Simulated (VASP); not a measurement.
# FeB4 (Pnnm) in VASP: further runs, part 2 of 2

VASP 6.6.1.

**4. Relaxation of cell and atoms, LDA**

This run uses another cell than the first one, of 7.28 Å³/atom.

The input, INCAR:

```
PREC = Accurate ; ENCUT = 600
EDIFF = 1E-7 ; ISMEAR = 0
SIGMA = 0.1 ; LREAL = F
LASPH = T ; NELM = 80
ALGO = Normal ; ISIF = 3
LWAVE = F ; LCHARG = F
GGA = CA ; IBRION = 2
NSW = 100 ; EDIFFG = -0.05
```

The input, KPOINTS:

```
regular mesh
0
Gamma
  4 4 6
```

The input, POSCAR:

```
FeB4
1.0
    4.5786000000      0.0000000000      0.0000000000
    0.0000000000      5.2981000000      0.0000000000
    0.0000000000      0.0000000000      2.9991000000
Fe B
2 8
Direct
    0.0000000000      0.0000000000      0.0000000000
    0.5000000000      0.5000000000      0.5000000000
    0.2487000000      0.3123000000      0.0000000000
    0.7513000000      0.6877000000      0.0000000000
    0.7487000000      0.1877000000      0.5000000000
    0.2513000000      0.8123000000      0.5000000000
    0.3411000000      0.1263000000      0.5000000000
    0.6589000000      0.8737000000      0.5000000000
    0.8411000000      0.3737000000      0.0000000000
    0.1589000000      0.6263000000      0.0000000000
```

Potentials or basis: VASP PAW LDA potentials, release 64 (Fe, B).

On the command line:

```bash
$ cat potpaw_LDA.64/Fe/POTCAR potpaw_LDA.64/B/POTCAR > POTCAR
$ mpirun -np 1 vasp_std > vasp.out
```

OUTCAR:

```text
PREC = Accurate
   ENCUT = 600
   EDIFF = 1E-7
   ISMEAR = 0
   LREAL = F
   LASPH = T
   NELM = 80
   ISIF = 3
   GGA = CA
   IBRION = 2
   NSW = 100
   EDIFFG = -0.05

 ion  position               nearest neighbor table
   1  0.000  0.000  0.000-   3 2.01   4 2.01   9 2.11  10 2.11   5 2.14   6 2.14   5 2.14   6 2.14
                             7 2.27   8 2.27   7 2.27   8 2.27
   2  0.500  0.500  0.500-   5 2.01   6 2.01   7 2.11   8 2.11   3 2.14   4 2.14   3 2.14   4 2.14
                             9 2.27  10 2.27   9 2.27  10 2.27
   3  0.249  0.312  0.000-  10 1.71   7 1.84   7 1.84   9 1.89   1 2.01   2 2.14   2 2.14
   4  0.751  0.688  0.000-   9 1.71   8 1.84   8 1.84  10 1.89   1 2.01   2 2.14   2 2.14
   5  0.749  0.188  0.500-   8 1.71   9 1.84   9 1.84   7 1.89   2 2.01   1 2.14   1 2.14
   6  0.251  0.812  0.500-   7 1.71  10 1.84  10 1.84   8 1.89   2 2.01   1 2.14   1 2.14
   7  0.341  0.126  0.500-   6 1.71   3 1.84   3 1.84   5 1.89   8 1.98   2 2.11   1 2.27   1 2.27

   8  0.659  0.874  0.500-   5 1.71   4 1.84   4 1.84   6 1.89   7 1.98   2 2.11   1 2.27   1 2.27

   9  0.841  0.374  0.000-   4 1.71   5 1.84   5 1.84   3 1.89  10 1.98   1 2.11   2 2.27   2 2.27

  10  0.159  0.626  0.000-   3 1.71   6 1.84   6 1.84   4 1.89   9 1.98   1 2.11   2 2.27   2 2.27

  LATTYP: Found a simple orthorhombic cell.
 ALAT       =     2.9991000000
 B/A-ratio  =     1.5266579974
 C/A-ratio  =     1.7665633023

  Lattice vectors:

 A1 = (   0.0000000000,   0.0000000000,   2.9991000000)
 A2 = (   4.5786000000,   0.0000000000,   0.0000000000)
 A3 = (   0.0000000000,   5.2981000000,   0.0000000000)

Analysis of symmetry for initial positions (statically):
=====================================================================
 Subroutine PRICEL returns:
 Original cell was already a primitive cell.

 Routine SETGRP: Setting up the symmetry group for a
 simple orthorhombic supercell.

 Subroutine GETGRP returns: Found  8 space group operations
 (whereof  4 operations were pure point group operations)
 out of a pool of  8 trial point group operations.

The static configuration has the point symmetry C_2h.
[... 161 lines left out ...]
   LRPA    =     F    only Hartree local field effects (RPA)
 conjugate gradient relaxation of ions
 non-spin polarized calculation
 Gauss-broadening in eV      SIGMA  =   0.10
  energy-cutoff  :      600.00
  volume of cell :       72.75
 maximum number of plane-waves:      2446
 NGX is ok and might be reduce to    40
   NGX = 19   NGY = 21   NGZ = 11

--------------------------------------- Ionic step        1  -------------------------------------------

 number of electron      39.9999999 magnetization

 Free energy of the ion-electron system (eV)
  ---------------------------------------------------
  ext. energy  EPLUGINS =         0.00000000
  ---------------------------------------------------
  free energy    TOTEN  =       -80.58331175 eV

  energy without entropy =      -80.56180438  energy(sigma->0) =      -80.57255806

------------------------ aborting loop because EDIFF is reached ----------------------------------------

  FORCE on cell =-STRESS in cart. coord.  units (eV):
  Direction    XX          YY          ZZ          XY          YZ          ZX
  --------------------------------------------------------------------------------------
  -------------------------------------------------------------------------------------
  Total       -7.5778902     -7.6472385     -5.4832831      0.0000000      0.0000000      0.0000000
  in kB     -166.8841497   -168.4113732   -120.7556481      0.0000000      0.0000000      0.0000000
  external PRESSURE =    -152.0170570 kB  Pullay stress =       0.0000000 kB
[... 295 lines left out ...]
--------------------------------------- Ionic step        8  -------------------------------------------

 number of electron      40.0000019 magnetization

 Free energy of the ion-electron system (eV)
  ---------------------------------------------------
  ext. energy  EPLUGINS =         0.00000000
  ---------------------------------------------------
  free energy    TOTEN  =       -80.79011089 eV

  energy without entropy =      -80.77179784  energy(sigma->0) =      -80.78095437

 E-fermi :   8.6767     XC(G=0): -13.0485

 val. band max:        8.6757079780   @ k =   0.2500   0.0000   0.3333
 cond. band min:       8.6872435832   @ k =   0.0000   0.2500   0.0000
 fundamental gap:      0.0115356052
 Fermi energy:         8.6767180332

 k-point     1 :       0.0000    0.0000    0.0000
  band No.  band energies     occupation
      1      -7.2481      2.00000
      2      -3.5378      2.00000
      3      -3.0067      2.00000
      4      -1.0919      2.00000
      5      -0.7122      2.00000
      6       0.4785      2.00000
[... 685 lines left out ...]
     25      11.8760      0.00000
     26      11.8760      0.00000

 [... further k-points ...]

------------------------ aborting loop because EDIFF is reached ----------------------------------------

  FORCE on cell =-STRESS in cart. coord.  units (eV):
  Direction    XX          YY          ZZ          XY          YZ          ZX
  --------------------------------------------------------------------------------------
  -------------------------------------------------------------------------------------
  Total        0.0133216     -0.0106818     -0.0503639      0.0000000      0.0000000      0.0000000
  in kB        0.3102804     -0.2487952     -1.1730525      0.0000000      0.0000000      0.0000000
  external PRESSURE =      -0.3705224 kB  Pullay stress =       0.0000000 kB
[... 25 lines left out ...]
  FREE ENERGIE OF THE ION-ELECTRON SYSTEM (eV)
  ---------------------------------------------------
  free  energy   TOTEN  =       -80.7901108867 eV

  energy  without entropy=      -80.7717978441  energy(sigma->0) =      -80.78095437

 reached required accuracy - stopping structural energy minimisation
```

OSZICAR:

```text
N       E                     dE             d eps       ncg     rms          rms(c)
DAV:   1     0.300492540071E+03    0.30049E+03   -0.19408E+04  1872   0.184E+03
DAV:   2    -0.481602961089E+02   -0.34865E+03   -0.33776E+03  1872   0.403E+02
DAV:   3    -0.919040483400E+02   -0.43744E+02   -0.41993E+02  2788   0.138E+02
[... 76 lines left out ...]
DAV:   3    -0.807901621857E+02    0.41667E-03   -0.19184E-03  2806   0.792E-01    0.572E-02
DAV:   4    -0.807901113620E+02    0.50824E-04   -0.17121E-04  2846   0.141E-01    0.785E-03
DAV:   5    -0.807901111044E+02    0.25756E-06   -0.10333E-05  2204   0.327E-02    0.426E-03
DAV:   6    -0.807901108917E+02    0.21271E-06   -0.68783E-07  2164   0.111E-02    0.144E-03
DAV:   7    -0.807901108867E+02    0.50568E-08   -0.32719E-08   980   0.217E-03
   8 F= -.80790111E+02 E0= -.80780954E+02  d E =-.112986E-02
```

CONTCAR:

```text
FeB4
   1.00000000000000
     4.4341300813898830   -0.0000000000000000    0.0000000000000000
     0.0000000000000000    5.2298446470404381    0.0000000000000000
     0.0000000000000000    0.0000000000000000    2.9663029828489660
  Fe              B
     2     8
Direct
     0.0000000000000000    1.0000000000000000    1.0000000000000000
     0.5000000000000000    0.5000000000000000    0.5000000000000000
     0.2504369123200261    0.3123885522223754    0.0000000000000000
     0.7495630876799738    0.6876114477776245    0.0000000000000000
     0.7504369123200262    0.1876114477776245    0.5000000000000000
     0.2495630876799738    0.8123885522223755    0.5000000000000000
     0.3390575913430198    0.1257824651020966    0.5000000000000000
     0.6609424086569803    0.8742175348979035    0.5000000000000000
     0.8390575913430197    0.3742175348979034    1.0000000000000000
     0.1609424086569802    0.6257824651020965    0.0000000000000000

  0.00000000E+00  0.00000000E+00  0.00000000E+00
  0.00000000E+00  0.00000000E+00  0.00000000E+00
  0.00000000E+00  0.00000000E+00  0.00000000E+00
  0.00000000E+00  0.00000000E+00  0.00000000E+00
  0.00000000E+00  0.00000000E+00  0.00000000E+00
  0.00000000E+00  0.00000000E+00  0.00000000E+00
  0.00000000E+00  0.00000000E+00  0.00000000E+00
  0.00000000E+00  0.00000000E+00  0.00000000E+00
  0.00000000E+00  0.00000000E+00  0.00000000E+00
  0.00000000E+00  0.00000000E+00  0.00000000E+00
```

Run time: 3.1 min. Hardware: 1 thread of Intel Xeon 6975P-C (Granite Rapids), shared host; peak memory 0.21 GiB.

Results:

| Property | Result |
| --- | --- |
| Free energy | -80.7901 eV |
| Relaxed volume | 6.88 Å³/atom |
| Relaxed cell | a = 4.434 Å, b = 5.230 Å, c = 2.966 Å, α = 90.00°, β = 90.00°, γ = 90.00° |
| Space group after relaxing (to 0.1 Å) | Pnnm (No. 58) |
| Energy gained by relaxing | 20.7 meV/atom |
| Ionic steps | 8 |
| Pressure after relaxing | 0.0 GPa |
| Largest force after relaxing | 0.024 eV/Å |
| Band gap on the k mesh | zero (bands 20 and 21 overlap by 0.84 eV) |

Forces in eV/Å, atoms in the order of the input:
```
Fe   0.000  0.000  0.000
Fe   0.000  0.000  0.000
B   -0.010 -0.017  0.000
B    0.010  0.017  0.000
B   -0.010  0.017  0.000
B    0.010 -0.017  0.000
B   -0.024 -0.001  0.000
B    0.024  0.001  0.000
B   -0.024  0.001  0.000
B    0.024 -0.001  0.000
```

Stress tensor (GPa, compression positive):
```
 0.03  0.00  0.00
 0.00 -0.02  0.00
 0.00  0.00 -0.12
```

Step by step:
```
step  energy change (eV)  largest force (eV/Å)  pressure (GPa)  volume (Å³)
   1              0.0000                0.0596          -15.20        72.75
   2             -0.0086                0.2685           17.49        65.72
   3             -0.1881                0.1181           -0.17        69.08
   4             -0.2023                0.1413            0.09        68.77
   5             -0.2023                0.1331            0.07        68.79
   6             -0.2056                0.0592            0.11        68.76
   7             -0.2057                0.0810            0.12        68.75
   8             -0.2068                0.0240           -0.04        68.79
```

Final structure:
```xyz
10
Lattice="4.4341 0.0000 0.0000 0.0000 5.2298 0.0000 0.0000 0.0000 2.9663" Properties=species:S:1:pos:R:3 pbc="T T T"
Fe    0.0000    5.2298    2.9663
Fe    2.2171    2.6149    1.4832
B     1.1105    1.6337    0.0000
B     3.3237    3.5961    0.0000
B     3.3275    0.9812    1.4832
B     1.1066    4.2487    1.4832
B     1.5034    0.6578    1.4832
B     2.9307    4.5720    1.4832
B     3.7205    1.9571    2.9663
B     0.7136    3.2727    0.0000
```

Caveat: the run has no spin polarisation, though such a crystal can be magnetic; the relaxation stopped at a loose force limit of 0.05 eV/Å, so its end isn't a converged minimum.

**5. Single point, LDA**

The input, INCAR:

```
  ALGO = Normal
  EDIFF = 1E-6
  ENCUT = 520
  GGA = CA
  ISIF = 2
  ISMEAR = 0
  LASPH = True
  LCHARG = False
  LREAL = False
  LWAVE = False
  NBANDS = 31
  NELM = 60
  PREC = Accurate
  SIGMA = 0.1
```

The input, KPOINTS:

```
k-points
0
Gamma
  8 8 12
```

The input, POSCAR:

```
FeB4
1.0
    4.4308716790      0.0000000000      0.0000000000
    0.0000000000      5.2210312399      0.0000000000
    0.0000000000      0.0000000000      2.9652170551
Fe B
2 8
Direct
    0.0000000000      0.0000000000      0.0000000000
    0.5000000000      0.5000000000      0.5000000000
    0.2502568012      0.3125978090      0.0000000000
    0.7497431988      0.6874021910      0.0000000000
    0.7502568012      0.1874021910      0.5000000000
    0.2497431988      0.8125978090      0.5000000000
    0.3384512850      0.1264317943      0.5000000000
    0.6615487150      0.8735682057      0.5000000000
    0.8384512850      0.3735682057      0.0000000000
    0.1615487150      0.6264317943      0.0000000000
```

On the command line:

```bash
$ cat potpaw_LDA.64/Fe/POTCAR potpaw_LDA.64/B/POTCAR > POTCAR
$ mpirun -np 1 vasp_std > vasp.out
```

It took 2.7 min on 1 thread of Intel Xeon 6975P-C (Granite Rapids), shared host; peak memory 0.38 GiB.

Results (log left out):

- Free energy: -80.7656 eV
- Pressure: 1.1 GPa
- Largest force: 0.022 eV/Å
- Band gap on the k mesh: zero (bands 20 and 21 overlap by 0.84 eV)

Forces in eV/Å, atoms in the order of the input:
```
Fe   0.000  0.000  0.000
Fe   0.000  0.000  0.000
B    0.009  0.012  0.000
B   -0.009 -0.012  0.000
B    0.009 -0.012  0.000
B   -0.009  0.012  0.000
B    0.012 -0.019  0.000
B   -0.012  0.019  0.000
B    0.012  0.019  0.000
B   -0.012 -0.019  0.000
```

Stress tensor (GPa, compression positive):
```
0.97 0.00 0.00
0.00 1.31 0.00
0.00 0.00 0.94
```

Levels at points of the mesh, in eV from the Fermi level:
```csv
k point,band 16,band 17,band 18,band 19,band 20,band 21,band 22,band 23,band 24,band 25
"(0.00, 0.00, 0.00)",-2.55,-2.11,-2.05,-1.20,0.12,0.97,1.38,2.33,2.83,3.22
"(0.50, 0.00, 0.00)",-3.45,-1.89,-1.89,-0.23,-0.23,0.40,0.40,1.93,1.93,3.69
"(0.00, 0.50, 0.00)",-3.32,-1.80,-1.80,-0.62,-0.62,0.28,0.28,2.22,2.22,3.50
"(0.50, 0.50, 0.00)",-2.70,-2.20,-2.20,-1.67,-1.67,0.45,0.45,1.68,1.68,3.94
"(0.00, 0.00, 0.50)",-3.75,-2.28,-2.28,-0.75,-0.75,0.24,0.24,0.71,0.71,2.48
"(0.50, 0.00, 0.50)",-3.35,-2.11,-2.11,-0.72,-0.72,0.80,0.80,0.98,0.98,3.38
"(0.00, 0.50, 0.50)",-4.74,-3.15,-3.15,-0.76,-0.76,0.37,0.37,1.41,1.41,3.55
"(0.50, 0.50, 0.50)",-3.66,-2.54,-2.54,-0.78,-0.78,-0.44,-0.44,2.83,2.83,3.27
```

Caveat: the run has no spin polarisation, though such a crystal can be magnetic.

**6. Single point, LDA**

The input, INCAR:

```
ALGO = Normal ; EDIFF = 1E-6
ENCUT = 520 ; ISIF = 2
ISMEAR = 0 ; LASPH = T
LCHARG = T ; LELF = T
LREAL = F ; LVHAR = T
LWAVE = F ; NBANDS = 31
NELM = 100 ; PREC = Accurate
SIGMA = 0.1
```

KPOINTS is that of step 5.

POSCAR is that of step 5.

Potentials or basis: VASP PAW LDA potentials, release 64 (Fe, B).

On the command line:

```bash
$ cat potpaw_LDA.64/Fe/POTCAR potpaw_LDA.64/B/POTCAR > POTCAR
$ mpirun -np 1 vasp_std > vasp.out
```

Wall time 3 min (1 thread of Intel Xeon 6975P-C (Granite Rapids), shared host); peak memory 0.37 GiB.

Results (log left out):

```
Free energy            : -80.7656 eV
Pressure               : 1.1 GPa
Largest force          : 0.022 eV/Å
Band gap on the k mesh : zero (bands 20 and 21 overlap by 0.84 eV)
```

Forces in eV/Å, atoms in the order of the input:
```
Fe   0.000  0.000  0.000
Fe   0.000  0.000  0.000
B    0.009  0.012  0.000
B   -0.009 -0.012  0.000
B    0.009 -0.012  0.000
B   -0.009  0.012  0.000
B    0.012 -0.019  0.000
B   -0.012  0.019  0.000
B    0.012  0.019  0.000
B   -0.012 -0.019  0.000
```

Stress tensor (GPa, compression positive):
```
0.97 0.00 0.00
0.00 1.31 0.00
0.00 0.00 0.94
```

Levels at points of the mesh, in eV from the Fermi level:
```
           k point  band 17  band 18  band 19  band 20  band 21  band 22  band 23  band 24
(0.00, 0.00, 0.00)    -2.11    -2.05    -1.20     0.12     0.97     1.38     2.33     2.83
(0.50, 0.00, 0.00)    -1.89    -1.89    -0.23    -0.23     0.40     0.40     1.93     1.93
(0.00, 0.50, 0.00)    -1.80    -1.80    -0.62    -0.62     0.28     0.28     2.22     2.22
(0.50, 0.50, 0.00)    -2.20    -2.20    -1.67    -1.67     0.45     0.45     1.68     1.68
(0.00, 0.00, 0.50)    -2.28    -2.28    -0.75    -0.75     0.24     0.24     0.71     0.71
(0.50, 0.00, 0.50)    -2.11    -2.11    -0.72    -0.72     0.80     0.80     0.98     0.98
(0.00, 0.50, 0.50)    -3.15    -3.15    -0.76    -0.76     0.37     0.37     1.41     1.41
(0.50, 0.50, 0.50)    -2.54    -2.54    -0.78    -0.78    -0.44    -0.44     2.83     2.83
```

Caveat: the run has no spin polarisation, though such a crystal can be magnetic. Spin polarisation is off, so any magnetic state and its effect on volume and gap are missing.

**7. Overview**

| task | cell | k mesh | cutoff (eV) | gap on the mesh (eV) | pressure (GPa) | largest force (eV/Å) |
| --- | --- | --- | --- | --- | --- | --- |
| single point | a = 4.429, b = 5.228, c = 2.963 Å, 10 atoms, atomic positions A | 4 × 4 × 6 | 520 | none | 1.0 | 0.06 |
| single point | a = 4.579, b = 5.298, c = 2.999 Å, 10 atoms, atomic positions B | 4 × 4 × 6 | 520 | none | -15.1 | 0.06 |
| relaxation of cell and atoms | relaxed from a = 4.579, b = 5.298, c = 2.999 Å, 10 atoms, atomic positions B | 4 × 4 × 6 | 600 | none | 0.0 | 0.02 |
| single point | a = 4.431, b = 5.221, c = 2.965 Å, 10 atoms, atomic positions C | 8 × 8 × 12 | 520 | none | 1.1 | 0.02 |

Alike in all rows: level LDA; potentials or basis VASP PAW LDA potentials, release 64 (Fe, B); no spin polarisation; smearing gaussian 0.1 eV.

Caveats: the run has no spin polarisation, though such a crystal can be magnetic; the cell stands under tension (at least some runs); the relaxation stopped at a loose force limit of 0.05 eV/Å, so its end isn't a converged minimum (at least some runs).

Absolute energies hang on the potentials; compare differences alone.

The gap in the log of VASP goes by the Fermi energy; the results here count the filled bands.